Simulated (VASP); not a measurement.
Input of a VASP 6.6.1 run:

File INCAR:

```
SYSTEM = Nd3BeCl
  PREC = Accurate
  ENCUT = 600
  EDIFF = 1E-6
  ISMEAR = 0
  SIGMA = 0.1
  LREAL = .False.
  LASPH = .True.
  NELM = 200
  ALGO = Normal
  ISIF = 2
  LWAVE = .False.
  LCHARG = .False.
  GGA = PE
  NBANDS = 29
  GGA_COMPAT = .False.
  LMAXMIX = 6
```

The input KPOINTS:

```
Automatic mesh
0
Gamma
  4 4 4
  0 0 0
```

Contents of POSCAR:

```
Nd3BeCl
1.0
    5.2817461804      0.0000000000      0.0000000000
    0.0000000000      5.2817461804      0.0000000000
    0.0000000000      0.0000000000      5.2817461804
Nd Be Cl
3 1 1
Direct
    0.0000000000      0.5000000000      0.5000000000
    0.5000000000      0.0000000000      0.5000000000
    0.5000000000      0.5000000000      0.0000000000
    0.0000000000      0.0000000000      0.0000000000
    0.5000000000      0.5000000000      0.5000000000
```

Potentials or basis: VASP PAW PBE potentials, release 64 (Nd_3, Be, Cl), 4f in core.

The run is started by

```bash
$ cat potpaw_PBE.64/Nd_3/POTCAR potpaw_PBE.64/Be/POTCAR potpaw_PBE.64/Cl/POTCAR > POTCAR
$ mpirun -np 1 vasp_std > vasp.out
```

Task: Predict the pressure.

Result: 0.4 GPa.

Task: What does it give for the band gap on the k mesh?

Result: Zero (bands 21 and 22 overlap by 1.18 eV).

Caveat: spin-orbit coupling is left out, which moves the levels of the heavy elements; the 4f electrons are frozen in the core, so they carry no moment and show no levels; the run has no spin polarisation, though such a crystal can be magnetic. Spin polarisation is off, so any magnetic state and its effect on volume and gap are missing.
